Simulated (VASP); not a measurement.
# Al31N33 (a cell with a defect) in VASP: relaxation of the atoms with PBEsol

Aim: the relaxation of the atoms of Al31N33 (a cell with a defect) with PBEsol.

Program: VASP 6.6.1. These are calculated values, not measurements. Logs are shortened: lines on timing, memory, paths and dates and some standing lists are left out, and cuts for length are marked.

## Step 1: The cell of the first run

The cell holds a defect, 64 atoms: a = 8.755 Å, b = 8.755 Å, c = 8.755 Å, α = 90.00°, β = 90.00°, γ = 90.00°.

## Step 2: Relaxation of the atoms, PBEsol

File INCAR:

```
SYSTEM = Al31N33
PREC     = Accurate       ! precision mode
ENCUT    = 520            ! plane-wave cutoff, eV
EDIFF    = 1E-7           ! SCF threshold, eV
ISMEAR   = -1             ! smearing method
SIGMA    = 0.05           ! smearing width, eV
LREAL    = Auto         
LASPH    = .TRUE.         ! aspherical terms in the spheres
NELM     = 120            ! most SCF steps
ALGO     = Normal         ! electronic algorithm
ISIF     = 2              ! what is computed and relaxed
LWAVE    = .FALSE.        ! write WAVECAR
LCHARG   = .FALSE.        ! write CHGCAR
GGA      = PS             ! functional
IBRION   = 2              ! ionic algorithm
NSW      = 100            ! ionic steps
EDIFFG   = -0.03          ! ionic threshold
NELECT   = 260.0        
ISYM     = -1           
GGA_COMPAT= .FALSE.      
NELMIN   = 4
```

File KPOINTS:

```
explicit points
1
Reciprocal
  0.25000000   0.25000000   0.25000000 1
```

File POSCAR:

```
Al31N33
1.0
    8.7554440000      0.0000000000      0.0000000000
    0.0000000000      8.7554440000      0.0000000000
    0.0000000000      0.0000000000      8.7554440000
Al N
31 33
Direct
    0.9983200000      0.0014620000      0.0022850000
    0.0009390000      0.0009280000      0.5006590000
    0.9984910000      0.5013120000      0.0017170000
    0.0007020000      0.5021910000      0.5023220000
    0.4992440000      0.9983960000      0.9985250000
    0.5002770000      0.0024430000      0.4981220000
    0.4962400000      0.5039560000      0.0010660000
    0.2514780000      0.2488700000      0.0024670000
    0.2524890000      0.2480180000      0.4989670000
    0.2490790000      0.7515960000      0.0020090000
    0.2521010000      0.7476600000      0.5004470000
    0.7536830000      0.2504730000      0.9972990000
    0.7478890000      0.2501620000      0.4996430000
    0.7508120000      0.7485750000      0.9993410000
    0.7455940000      0.7516360000      0.4968590000
    0.2487260000      0.0016270000      0.2489970000
    0.2520760000      0.0003480000      0.7488680000
    0.2493730000      0.5004490000      0.2486890000
    0.2498270000      0.4965910000      0.7505320000
    0.7496120000      0.9996120000      0.2558110000
    0.7483280000      0.9973530000      0.7550190000
    0.7505340000      0.5007680000      0.2500760000
    0.7500780000      0.4984230000      0.7480190000
    0.0032730000      0.2553870000      0.2498410000
    0.9986400000      0.2504270000      0.7527890000
    0.9988440000      0.7482110000      0.2488080000
    0.9998900000      0.7509900000      0.7545490000
    0.5042270000      0.2530340000      0.2460490000
    0.5018550000      0.2492050000      0.7473210000
    0.5003110000      0.7503540000      0.2540160000
    0.4968230000      0.7522000000      0.7455460000
    0.5026730000      0.5005680000      0.4984000000
    0.1277480000      0.1281910000      0.1237990000
    0.1268190000      0.1245710000      0.6251370000
    0.1234140000      0.6198610000      0.1275710000
    0.1228500000      0.6286470000      0.6251930000
    0.6242280000      0.1226850000      0.1257100000
    0.6236370000      0.1255490000      0.6249000000
    0.6249990000      0.6232200000      0.1246070000
    0.6306230000      0.6244190000      0.6237700000
    0.3764430000      0.3725860000      0.1240030000
    0.3740190000      0.3743460000      0.6225030000
    0.3768240000      0.8694530000      0.1233590000
    0.3732250000      0.8736940000      0.6254530000
    0.8767410000      0.3758210000      0.1260180000
    0.8721250000      0.3723550000      0.6251610000
    0.8785500000      0.8769700000      0.1216470000
    0.8750480000      0.8758260000      0.6212070000
    0.3749350000      0.1224630000      0.3751190000
    0.3809950000      0.1271260000      0.8740660000
    0.3743500000      0.6225950000      0.3718670000
    0.3783620000      0.6280070000      0.8762980000
    0.8762080000      0.1256670000      0.3739340000
    0.8757120000      0.1261310000      0.8768290000
    0.8729690000      0.6239250000      0.3732550000
    0.8730370000      0.6249850000      0.8769880000
    0.1265680000      0.3754770000      0.3785110000
    0.1266630000      0.3810320000      0.8759470000
    0.1231000000      0.8770510000      0.3712100000
    0.1225920000      0.8730880000      0.8726690000
    0.6266000000      0.3769940000      0.3750600000
    0.6281440000      0.3730270000      0.8711470000
    0.6268050000      0.8755470000      0.3753930000
    0.6275390000      0.8750690000      0.8735210000
```

Potentials or basis: VASP PAW PBE potentials, release 64 (Al, N).

Started as:

```console
$ cat potpaw_PBE.64/Al/POTCAR potpaw_PBE.64/N/POTCAR > POTCAR
$ mpirun -np 1 vasp_std > vasp.out
```

OUTCAR:

```text
SYSTEM = Al31N33
   PREC = Accurate
   ENCUT = 520
   EDIFF = 1E-7
   ISMEAR = -1
   LREAL = Auto
   LASPH = .TRUE.
   NELM = 120
   ISIF = 2
   GGA = PS
   IBRION = 2
   NSW = 100
   EDIFFG = -0.03
   NELECT = 260.0
   ISYM = -1
   NELMIN = 4

 ion  position               nearest neighbor table
   1  0.998  0.001  0.002-  47 1.84  54 1.88  33 1.91  60 1.93  12 3.06  16 3.08  21 3.08  27 3.08
                            25 3.09  26 3.09  14 3.10   8 3.10  10 3.10  24 3.11  20 3.11  17 3.14
   2  0.001  0.001  0.501-  48 1.88  34 1.89  59 1.90  53 1.90  20 3.07   9 3.09  17 3.09  16 3.09
                            25 3.11  13 3.11  27 3.12  11 3.12  26 3.12  15 3.12  24 3.13  21 3.14
   3  0.998  0.501  0.002-  35 1.87  45 1.88  56 1.89  58 1.89  26 3.06  24 3.06  14 3.06  12 3.07
                            22 3.07  27 3.08  18 3.08  25 3.09  10 3.10  23 3.11  19 3.11   8 3.13
   4  0.001  0.502  0.502-  36 1.88  57 1.90  55 1.91  46 1.93  23 3.07  11 3.08  19 3.08  24 3.09
                            26 3.09  27 3.10  25 3.11  18 3.11  22 3.11  15 3.12  13 3.13   9 3.13
   5  0.499  0.998  0.999-  50 1.88  43 1.90  37 1.90  64 1.90  21 3.05  17 3.08  10 3.08   8 3.08
                            31 3.09  16 3.10  14 3.10  29 3.11  28 3.11  30 3.12  12 3.14  20 3.14
   6  0.500  0.002  0.498-  49 1.86  38 1.89  63 1.90  44 1.94  20 3.04   9 3.05  13 3.07  29 3.07
                            15 3.07  30 3.07  31 3.08  17 3.09  16 3.10  28 3.11  11 3.11  21 3.13
   7  0.496  0.504  0.001-  52 1.85  39 1.88  41 1.89  62 1.99  18 3.06  10 3.06  28 3.07  19 3.08
                            14 3.09  30 3.09   8 3.10  22 3.12  31 3.12  23 3.14  29 3.15  12 3.16
   8  0.251  0.249  0.002-  33 1.85  41 1.87  50 1.92  58 1.94  16 3.06  24 3.07  28 3.07  18 3.08
                             5 3.08  19 3.09   7 3.10   1 3.10  17 3.11  25 3.11   3 3.13  29 3.13
   9  0.252  0.248  0.499-  42 1.88  49 1.88  57 1.89  34 1.90   6 3.05  16 3.07  17 3.08  29 3.08
[... 30 lines left out ...]
                             9 3.09  16 3.09   4 3.09   1 3.11  12 3.11  13 3.13   2 3.13  20 3.15
  25  0.999  0.250  0.753-  54 1.88  46 1.90  34 1.93  58 1.93  12 3.03  23 3.07  19 3.08   1 3.09
                             3 3.09   2 3.11   4 3.11   8 3.11  21 3.12  17 3.12  13 3.12   9 3.14
  26  0.999  0.748  0.249-  35 1.89  55 1.89  59 1.90  47 1.90   3 3.06  22 3.07  10 3.08  14 3.08
                            18 3.08   4 3.09   1 3.09  20 3.10  15 3.10  16 3.12   2 3.12  11 3.13
  27  1.000  0.751  0.755-  60 1.83  36 1.89  56 1.90  48 1.94  14 3.06  10 3.07   3 3.08  21 3.08
                             1 3.08   4 3.10  17 3.11  23 3.11   2 3.12  19 3.12  11 3.13  15 3.17
  28  0.504  0.253  0.246-  41 1.87  37 1.88  61 1.90  49 1.97  22 3.06   7 3.07   8 3.07  13 3.08
                            12 3.08  20 3.09   5 3.11  18 3.11   6 3.11   9 3.12  16 3.14
  29  0.502  0.249  0.747-  38 1.86  50 1.87  62 1.89  42 1.91  13 3.06   6 3.07  23 3.08   9 3.08
                            21 3.09  17 3.09  19 3.09  12 3.11   5 3.11   8 3.13   7 3.15
  30  0.500  0.750  0.254-  51 1.88  63 1.89  43 1.89  39 1.93  15 3.02  11 3.06   6 3.07  20 3.09
                             7 3.09  22 3.09  18 3.10  16 3.11  10 3.12   5 3.12  14 3.13
  31  0.497  0.752  0.746-  44 1.85  52 1.89  64 1.93  40 1.94  11 3.03  17 3.05  21 3.08  15 3.08
                             6 3.08   5 3.09  19 3.11   7 3.12  10 3.12  23 3.14  14 3.14
  32  0.503  0.501  0.498-
  33  0.128  0.128  0.124-   8 1.85  16 1.88  24 1.91   1 1.91
  34  0.127  0.125  0.625-  17 1.89   2 1.89   9 1.90  25 1.93
[... 250 lines left out ...]

 number of electron     259.9999990 magnetization

 Free energy of the ion-electron system (eV)
  ---------------------------------------------------
  ext. energy  EPLUGINS =         0.00000000
  ---------------------------------------------------
  free energy    TOTEN  =      -475.05036233 eV

  energy without entropy =     -474.86504612  energy(sigma->0) =     -474.95770422

------------------------ aborting loop because EDIFF is reached ----------------------------------------

  FORCE on cell =-STRESS in cart. coord.  units (eV):
  Direction    XX          YY          ZZ          XY          YZ          ZX
  --------------------------------------------------------------------------------------
  -------------------------------------------------------------------------------------
  Total       22.7208298     20.7436385     21.2338620      1.5838546     -3.4270101      0.6463046
  in kB       54.2375730     49.5177605     50.6879876      3.7808666     -8.1807183      1.5428130
  external PRESSURE =      51.4811070 kB  Pullay stress =       0.0000000 kB
[... 275 lines left out ...]
  FREE ENERGIE OF THE ION-ELECTRON SYSTEM (eV)
  ---------------------------------------------------
  free  energy   TOTEN  =      -475.9926407483 eV

  energy  without entropy=     -475.8396360497  energy(sigma->0) =     -475.91613840

[... ionic steps 4 to 24 ...]

--------------------------------------- Ionic step       25  -------------------------------------------

 number of electron     259.9999973 magnetization

------------------------ aborting loop because EDIFF is reached ----------------------------------------
[... 191 lines left out ...]
--------------------------------------- Ionic step       27  -------------------------------------------

 number of electron     259.9999973 magnetization

 Free energy of the ion-electron system (eV)
  ---------------------------------------------------
  ext. energy  EPLUGINS =         0.00000000
  ---------------------------------------------------
  free energy    TOTEN  =      -478.66964691 eV

  energy without entropy =     -478.66938903  energy(sigma->0) =     -478.66951797

 E-fermi :   8.3846     XC(G=0): -11.1129

 val. band max:        7.9370907042   @ k =   0.2500   0.2500   0.2500
 cond. band min:       8.8322071527   @ k =   0.2500   0.2500   0.2500
 fundamental gap:      0.8951164485
 Fermi energy:         8.3846489388

 k-point     1 :       0.2500    0.2500    0.2500
  band No.  band energies     occupation
      1     -10.9209      2.00000
      2      -9.0756      2.00000
      3      -8.5706      2.00000
      4      -8.5378      2.00000
      5      -8.4233      2.00000
      6      -8.0777      2.00000
[... 134 lines left out ...]
    141      11.3780      0.00000
    142      11.4299      0.00000
 [bands above 142 left out]

------------------------ aborting loop because EDIFF is reached ----------------------------------------

  FORCE on cell =-STRESS in cart. coord.  units (eV):
  Direction    XX          YY          ZZ          XY          YZ          ZX
  --------------------------------------------------------------------------------------
  -------------------------------------------------------------------------------------
  Total       26.6117557     22.1087616     25.9124627      0.9719621     -5.2719597     -2.1337403
  in kB       63.5257186     52.7764866     61.8564153      2.3201999    -12.5848528     -5.0935154
  external PRESSURE =      59.3862068 kB  Pullay stress =       0.0000000 kB
[... 79 lines left out ...]
  FREE ENERGIE OF THE ION-ELECTRON SYSTEM (eV)
  ---------------------------------------------------
  free  energy   TOTEN  =      -478.6696469088 eV

  energy  without entropy=     -478.6693890337  energy(sigma->0) =     -478.66951797

 reached required accuracy - stopping structural energy minimisation
```

Run time: 60 min. Hardware: 1 thread of Intel Xeon 6975P-C (Granite Rapids), shared host; peak memory 0.79 GiB.

What came out:

```
Free energy                  : -478.6696 eV
Energy gained by relaxing    : 56.6 meV/atom
Ionic steps                  : 27
Largest force after relaxing : 0.028 eV/Å
```

Forces on the atoms (eV/Å):
```
Al   0.004 -0.002 -0.003
Al  -0.017 -0.010 -0.001
Al  -0.002  0.017  0.001
Al   0.005  0.001 -0.001
Al   0.002 -0.008  0.012
Al  -0.009 -0.003  0.004
Al  -0.001  0.005 -0.001
Al  -0.002  0.008 -0.010
Al  -0.004  0.000 -0.003
Al  -0.008 -0.008  0.004
Al  -0.019  0.011  0.007
Al   0.009 -0.004  0.006
Al   0.007  0.010  0.014
Al   0.014 -0.010  0.004
Al   0.007 -0.006 -0.019
Al   0.006 -0.013 -0.002
Al   0.004 -0.012 -0.006
Al  -0.003  0.008 -0.003
Al  -0.016  0.017  0.006
Al   0.005 -0.002 -0.004
Al   0.011 -0.006 -0.009
Al  -0.001  0.007  0.015
Al   0.007  0.007 -0.003
Al  -0.005  0.000 -0.006
Al   0.008  0.004 -0.001
Al  -0.001 -0.006 -0.009
Al  -0.004 -0.003 -0.001
Al  -0.004  0.014  0.004
Al   0.000  0.005 -0.006
Al  -0.008 -0.009  0.004
Al  -0.004  0.003  0.006
N   -0.009  0.021  0.016
N    0.008 -0.002  0.003
N   -0.004 -0.005 -0.008
N   -0.008  0.003 -0.003
N   -0.004  0.000 -0.001
N    0.004  0.000 -0.001
N    0.005 -0.004  0.000
N    0.002 -0.008  0.001
N   -0.003  0.001  0.000
N    0.000  0.006 -0.003
N    0.004 -0.012  0.005
N    0.014 -0.002  0.003
N    0.013  0.005 -0.006
N   -0.009  0.005  0.004
N    0.004  0.005  0.005
N   -0.004 -0.003  0.005
N   -0.009 -0.005 -0.004
N   -0.001 -0.008  0.001
N    0.012 -0.008  0.008
N    0.002  0.015 -0.007
N    0.006 -0.001  0.003
N   -0.006 -0.001  0.001
N   -0.001  0.002 -0.010
N    0.003 -0.007 -0.004
N   -0.009  0.002  0.000
N   -0.006 -0.001 -0.014
N   -0.002  0.005  0.003
N   -0.004 -0.002 -0.002
N    0.005 -0.003  0.004
N    0.006 -0.003 -0.007
N    0.009 -0.005  0.011
N    0.002  0.011  0.004
N    0.001 -0.015 -0.004
```

The path:
```tsv
step	energy change (eV)	largest force (eV/Å)	pressure (GPa)
1	0.0000	1.4284	5.15
2	-0.9041	3.1446	5.31
3	-0.9423	2.8960	5.18
4	-1.6607	3.5865	5.51
5	-1.9653	3.3560	5.89
6	-2.4444	2.8980	6.00
7	-2.8465	2.2535	6.55
8	-2.8499	1.9700	6.45
9	-3.0951	1.7740	6.30
10	-3.2672	1.5197	6.18
11	-3.3977	1.2107	6.15
12	-3.4817	0.6282	6.15
13	-3.5563	0.2984	6.14
14	-3.5600	0.3617	6.14
15	-3.5828	0.2211	6.11
16	-3.5868	0.3041	6.10
17	-3.6005	0.1877	6.07
18	-3.6038	0.1926	6.05
19	-3.6117	0.1150	6.00
20	-3.6122	0.1253	5.99
21	-3.6161	0.0823	5.96
22	-3.6162	0.0903	5.95
23	-3.6176	0.0558	5.95
24	-3.6176	0.0522	5.95
25	-3.6186	0.0382	5.94
26	-3.6187	0.0444	5.94
27	-3.6193	0.0282	5.94
```

Final structure:
```cif
data_structure
_symmetry_space_group_name_H-M 'P 1'
_symmetry_Int_Tables_number 1
_cell_length_a 8.7554
_cell_length_b 8.7554
_cell_length_c 8.7554
_cell_angle_alpha 90.000
_cell_angle_beta 90.000
_cell_angle_gamma 90.000
_cell_volume 671.17
loop_
_atom_site_label
_atom_site_type_symbol
_atom_site_fract_x
_atom_site_fract_y
_atom_site_fract_z
_atom_site_occupancy
Al1 Al 0.99956 0.99992 0.00051 1
Al2 Al 0.99752 0.99983 0.50051 1
Al3 Al 0.99908 0.49989 0.00042 1
Al4 Al 0.00174 0.49957 0.50057 1
Al5 Al 0.49951 0.99973 0.00191 1
Al6 Al 0.49947 0.99908 0.50057 1
Al7 Al 0.49956 0.49959 0.99868 1
Al8 Al 0.24938 0.24941 0.99979 1
Al9 Al 0.25083 0.25183 0.50473 1
Al10 Al 0.25064 0.75000 0.00139 1
Al11 Al 0.25024 0.74759 0.49968 1
Al12 Al 0.74942 0.25089 0.00208 1
Al13 Al 0.74909 0.24887 0.50383 1
Al14 Al 0.74975 0.75044 0.99719 1
Al15 Al 0.74606 0.74298 0.49791 1
Al16 Al 0.25043 0.99878 0.25086 1
Al17 Al 0.24945 0.00053 0.75064 1
Al18 Al 0.24716 0.50016 0.25017 1
Al19 Al 0.25182 0.49630 0.74829 1
Al20 Al 0.74846 0.99919 0.25141 1
Al21 Al 0.74910 0.99835 0.74980 1
Al22 Al 0.74996 0.50912 0.25112 1
Al23 Al 0.74996 0.49892 0.75247 1
Al24 Al 0.99781 0.25089 0.25074 1
Al25 Al 0.00077 0.24905 0.75130 1
Al26 Al 0.00307 0.75091 0.24992 1
Al27 Al 0.99841 0.74980 0.74944 1
Al28 Al 0.49722 0.24986 0.25262 1
Al29 Al 0.49552 0.25159 0.74931 1
Al30 Al 0.50102 0.74288 0.25435 1
Al31 Al 0.49973 0.74628 0.74847 1
N1 N 0.56671 0.51510 0.43382 1
N2 N 0.12389 0.12498 0.12637 1
N3 N 0.12125 0.12189 0.62569 1
N4 N 0.12243 0.62492 0.12196 1
N5 N 0.12420 0.62517 0.62714 1
N6 N 0.62463 0.12648 0.12798 1
N7 N 0.62433 0.12451 0.62664 1
N8 N 0.62577 0.62613 0.11951 1
N9 N 0.64148 0.63572 0.64176 1
N10 N 0.37495 0.37445 0.12608 1
N11 N 0.36120 0.36090 0.63940 1
N12 N 0.37628 0.87611 0.12523 1
N13 N 0.37411 0.87495 0.62606 1
N14 N 0.87453 0.37681 0.12562 1
N15 N 0.87531 0.37397 0.62602 1
N16 N 0.87439 0.87546 0.12545 1
N17 N 0.87432 0.87540 0.62398 1
N18 N 0.37408 0.12492 0.37632 1
N19 N 0.37467 0.12202 0.87908 1
N20 N 0.35477 0.63923 0.35749 1
N21 N 0.37342 0.62490 0.87625 1
N22 N 0.87226 0.12599 0.37543 1
N23 N 0.87385 0.12459 0.87655 1
N24 N 0.88187 0.62642 0.37462 1
N25 N 0.87719 0.62467 0.87701 1
N26 N 0.12362 0.37274 0.37527 1
N27 N 0.12198 0.37443 0.87867 1
N28 N 0.12282 0.87857 0.37601 1
N29 N 0.12415 0.87517 0.87590 1
N30 N 0.63436 0.37571 0.37053 1
N31 N 0.62505 0.37270 0.87678 1
N32 N 0.62478 0.87534 0.37524 1
N33 N 0.62390 0.87704 0.87636 1
```

Caveat: the cell carries a net charge on a neutralising background, which shifts energy and pressure; the cell is charged against a uniform background, so pressure and absolute levels hang on convention; the PAW data sets were made with another functional, which shifts forces and pressure a little.
